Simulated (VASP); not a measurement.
A run of VASP 6.6.1 is set up as follows.

File INCAR:

```
SYSTEM = TiSi2
PREC = Accurate
ENCUT = 520
EDIFF = 1E-6
ISMEAR = -1
SIGMA = 0.05
LREAL = Auto
LASPH = .True.
NELM = 80
ALGO = Normal
ISIF = 2
LWAVE = .False.
LCHARG = .False.
GGA = PS
NBANDS = 144
```

File KPOINTS:

```
Automatic mesh
0
Gamma
  2 2 2
  0.5 0.5 0.5
```

The input POSCAR:

```
TiSi2
1.0
   -3.5170495929      0.0000000000     -7.1112303616
    5.2755743893      6.6741239618      0.0000000000
    5.2755743893     -6.6741239618      0.0000000000
Ti Si
12 24
Direct
    0.1230027654      0.8270575537      0.6112807704
    0.6391375007      0.6677560919      0.4606433670
    0.1325022467      0.1685417317      0.9440157909
    0.6277487542      1.0020920355      0.7799187573
    0.1318392110      0.5001967458      0.2752738933
    0.6360198967      0.3485104014      0.1240196654
    0.3721520560      0.7150129644      0.9001046718
    0.8688029618      0.5372906580      0.7252107516
    0.3586380795      0.0376455870      0.2289632801
    0.8688735543      0.8807841762      0.0647233671
    0.3804267141      0.3723972154      0.5703893426
    0.8761991502      0.2085251019      0.4066914841
    0.1225834287      0.1751853251      0.2748581816
    0.6106601501      1.0052594382      0.1156598392
    0.1242865095      0.4927277715      0.6183430589
    0.6314651293      0.3292183631      0.4540324967
    0.1318250081      0.8424667061      0.9289866754
    0.6292316199      0.6750064418      0.7844423774
    0.3896384815      0.3705693607      0.2387210455
    0.8938394169      0.2169094834      0.0787697057
    0.3655944004      0.6913371462      0.5615265516
    0.8808122760      0.5317398812      0.4022100725
    0.3873719258      0.0602285262      0.9004961077
    0.8730390782      0.8961604980      0.7319482349
    0.1339571286      0.4839227821      0.9557518967
    0.6369104599      0.3245398477      0.8041106526
    0.1227614570      0.8179760892      0.3090011257
    0.6309373726      0.6471458530      0.1362731123
    0.1189048810      0.1525992215      0.6211630387
    0.6224685146      0.9537212253      0.4604422544
    0.3811344679      0.0629393681      0.5475234152
    0.8814414217      0.8841369357      0.3900458731
    0.3833046971      0.4210559819      0.8902153828
    0.8684175151      0.2370177891      0.7327352824
    0.3638404142      0.7201102354      0.2168248575
    0.8919491674      0.5772723870      0.0461381108
```

Potentials or basis: VASP PAW PBE potentials, release 64 (Ti_sv, Si).

Launch:

```sh
$ cat potpaw_PBE.64/Ti_sv/POTCAR potpaw_PBE.64/Si/POTCAR > POTCAR
$ mpirun -np 1 vasp_std > vasp.out
```

Problem. What does it give for the pressure?

Solution. 1.3 GPa.

Problem. What does it give for the largest force?

Solution. 2.029 eV/Å.

Forces on the atoms (eV/Å):
```
Ti   0.359 -0.285 -0.538
Ti  -1.065 -0.094  1.062
Ti   0.540  0.059 -0.134
Ti   0.337 -0.558  0.413
Ti   0.048 -0.566  0.327
Ti  -1.746 -0.199  0.141
Ti  -0.011  0.256 -0.578
Ti   1.255  0.297 -1.039
Ti   0.207 -0.043 -1.085
Ti   0.374 -0.159 -0.737
Ti   0.386  0.906  0.087
Ti  -0.444  0.331  0.530
Si  -0.299 -0.443 -0.668
Si  -0.419  0.452 -1.227
Si  -0.285  0.571 -0.213
Si  -0.624  0.484  0.754
Si   0.683  0.099  1.092
Si  -0.501  0.595  0.154
Si   0.780 -0.280  0.694
Si  -0.172  0.009  2.021
Si   0.908 -0.301 -0.898
Si   0.768 -0.345 -0.252
Si  -0.205 -0.259  0.484
Si  -0.724 -1.109 -0.608
Si   0.495 -0.505  0.659
Si   0.387 -0.389  1.034
Si  -0.882  0.419 -0.400
Si   0.447  0.383 -0.082
Si   0.198 -1.067 -0.628
Si   1.306  1.217 -0.126
Si   0.365 -0.269  0.037
Si   0.633  1.067  0.528
Si  -1.644 -0.902 -0.044
Si  -1.660  0.374 -0.539
Si   0.049  0.670 -0.720
Si   0.154 -0.417  0.498
```

Caveat: the k points lie up to 0.44 Å⁻¹ apart; the atoms stand as in a frame of molecular dynamics; the PAW data sets were made with another functional, which shifts forces and pressure a little.
